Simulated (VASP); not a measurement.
# GaN (I-4m2) in VASP: notebook, part 2 of 2

VASP 6.6.1. Earlier steps stand in the parts before.

### Step 4. Single point, PBE (strain +0.0500 x Voigt [0, 0, 1, 0, 0, 0])

The input, INCAR:

```
SYSTEM = GaN
PREC = Accurate ; ENCUT = 520
EDIFF = 1E-6 ; ISMEAR = 0
SIGMA = 0.05 ; LREAL = .False.
LASPH = .True. ; NELM = 100
ALGO = Normal ; ISIF = 2
LWAVE = .False. ; LCHARG = .False.
GGA = PE ; NBANDS = 16
```

The input, KPOINTS:

```
regular mesh
0
Gamma
  10 10 10
  0 0 0
```

The input, POSCAR:

```
GaN
1.0
    0.0000000000      2.2535006075      2.3661756379
    2.2535006075      0.0000000000      2.3661756379
    2.2535006075      2.2535006075      0.0000000000
Ga N
1 1
Direct
    0.0000000000      0.0000000000      0.0000000000
    0.7500000000      0.7500000000      0.7500000000
```

Potentials or basis: VASP PAW PBE potentials, release 64 (Ga_d, N).

Started as:

```sh
$ cat potpaw_PBE.64/Ga_d/POTCAR potpaw_PBE.64/N/POTCAR > POTCAR
$ mpirun -np 1 vasp_std > vasp.out
```

OUTCAR:

```text
SYSTEM = GaN
   PREC = Accurate
   ENCUT = 520
   EDIFF = 1E-6
   ISMEAR = 0
   LREAL = .False.
   LASPH = .True.
   NELM = 100
   ISIF = 2
   GGA = PE

 ion  position               nearest neighbor table
   1  0.000  0.000  0.000-   2 1.98   2 1.98   2 1.98   2 1.98
   2  0.750  0.750  0.750-   1 1.98   1 1.98   1 1.98   1 1.98

  LATTYP: Found a body centered tetragonal cell.
 ALAT       =     3.1869311219
 C/A-ratio  =     1.4849242405

  Lattice vectors:

 A1 = (  -2.2535006075,   0.0000000000,   2.3661756379)
 A2 = (   2.2535006075,   0.0000000000,   2.3661756379)
 A3 = (   0.0000000000,   2.2535006075,  -2.3661756379)

Analysis of symmetry for initial positions (statically):
=====================================================================
 Subroutine PRICEL returns:
 Original cell was already a primitive cell.

 Routine SETGRP: Setting up the symmetry group for a
 body centered tetragonal supercell.

 Subroutine GETGRP returns: Found  8 space group operations
 (whereof  8 operations were pure point group operations)
 out of a pool of 16 trial point group operations.

The static configuration has the point symmetry D_2d.

Analysis of symmetry for dynamics (positions and initial velocities):
[... 161 lines left out ...]
 val. band max:        4.8454941223   @ k =   0.0000   0.0000   0.0000
 cond. band min:       6.1649270343   @ k =   0.0000   0.0000   0.0000
 fundamental gap:      1.3194329120
 Fermi energy:         5.0602359603

 k-point     1 :       0.0000    0.0000    0.0000
  band No.  band energies     occupation
      1     -10.7597      2.00000
      2      -8.6850      2.00000
      3      -8.6342      2.00000
      4      -8.6342      2.00000
      5      -8.3815      2.00000
      6      -8.3786      2.00000
[... 433 lines left out ...]
      3      -8.4509      2.00000
      4      -8.4490      2.00000
      5      -8.3392      2.00000
      6      -7.5014      2.00000
[... 8 lines left out ...]
     15      26.4118      0.00000
     16      27.0676      0.00000

 [... further k-points ...]

------------------------ aborting loop because EDIFF is reached ----------------------------------------

  FORCE on cell =-STRESS in cart. coord.  units (eV):
  Direction    XX          YY          ZZ          XY          YZ          ZX
  --------------------------------------------------------------------------------------
  -------------------------------------------------------------------------------------
  Total       -0.1883959     -0.1883959     -1.1935887      0.0000000     -0.0000000      0.0000000
  in kB      -12.5600020    -12.5600020    -79.5743197      0.0000000     -0.0000000      0.0000000
  external PRESSURE =     -34.8981079 kB  Pullay stress =       0.0000000 kB

 VOLUME and BASIS-vectors are now :
 -----------------------------------------------------------------------------
  energy-cutoff  :      520.00
  volume of cell :       24.03
      direct lattice vectors                 reciprocal lattice vectors
     0.000000000  2.253500607  2.366175638    -0.221877020  0.221877020  0.211311448
     2.253500607  0.000000000  2.366175638     0.221877020 -0.221877020  0.211311448
     2.253500607  2.253500607  0.000000000     0.221877020  0.221877020 -0.211311448

 POSITION                                       TOTAL-FORCE (eV/Angst)
 -----------------------------------------------------------------------------------
      0.00000      0.00000      0.00000         0.000000      0.000000      0.000000
      3.38025      3.38025      3.54926        -0.000000     -0.000000     -0.000000
 -----------------------------------------------------------------------------------
    total drift:                               -0.000001     -0.000001     -0.000002

  FREE ENERGIE OF THE ION-ELECTRON SYSTEM (eV)
  ---------------------------------------------------
  free  energy   TOTEN  =       -12.1327544557 eV

  energy  without entropy=      -12.1327544557  energy(sigma->0) =      -12.13275446
```

stdout:

```text
POSCAR found type information on POSCAR GaN
 POSCAR found :  2 types and       2 ions
 scaLAPACK will be used
 LDA part: xc-table for (Slater+PW92), standard interpolation
 POSCAR, INCAR and KPOINTS ok, starting setup
 FFT: planning ... GRIDC
 FFT: planning ... GRID_SOFT
 FFT: planning ... GRID
 WAVECAR not read
 entering main loop
```

Run time: 15 s. Hardware: 1 thread of Intel Xeon Platinum 8559C (Emerald Rapids), shared host; peak memory 0.16 GiB.

What came out:

```
Free energy            : -12.1328 eV
Pressure               : -3.5 GPa
Band gap on the k mesh : 1.32 eV, direct
```

Levels at points of the mesh, in eV from the valence-band top:
```csv
k point,band 6,band 7,band 8,band 9,band 10,band 11,band 12,band 13
"(0.00, 0.00, 0.00)",-13.22,-0.24,0.00,0.00,1.32,9.89,9.89,10.02
"(0.50, 0.00, 0.00)",-11.97,-6.80,-1.17,-0.80,4.17,8.40,9.77,10.38
"(0.50, 0.50, 0.00)",-11.70,-6.34,-2.37,-2.37,3.47,6.76,10.90,13.52
"(0.50, 0.00, 0.50)",-11.46,-5.83,-2.72,-2.72,3.17,6.05,11.48,12.74
```

Caveat: the cell differs from its parent crystal (strain +0.0500 x Voigt [0, 0, 1, 0, 0, 0]).

### Step 5. The runs side by side

| cell | gap on the mesh (eV) | pressure (GPa) |
| --- | --- | --- |
| a = 3.147, b = 3.147, c = 3.187 Å, angles 59.6, 59.6, 60.8°, 2 atoms | 1.81 | 10.2 |
| a = 3.227, b = 3.227, c = 3.187 Å, angles 60.4, 60.4, 59.2°, 2 atoms | 1.52 | 0.5 |
| a = 3.268, b = 3.268, c = 3.187 Å, angles 60.8, 60.8, 58.4°, 2 atoms | 1.32 | -3.5 |

Alike in all rows: task single point; level PBE; potentials or basis VASP PAW PBE potentials, release 64 (Ga_d, N); no spin polarisation; k mesh 10 × 10 × 10; cutoff (eV) 520; smearing gaussian 0.05 eV.

Absolute energies hang on the potentials; compare differences alone.
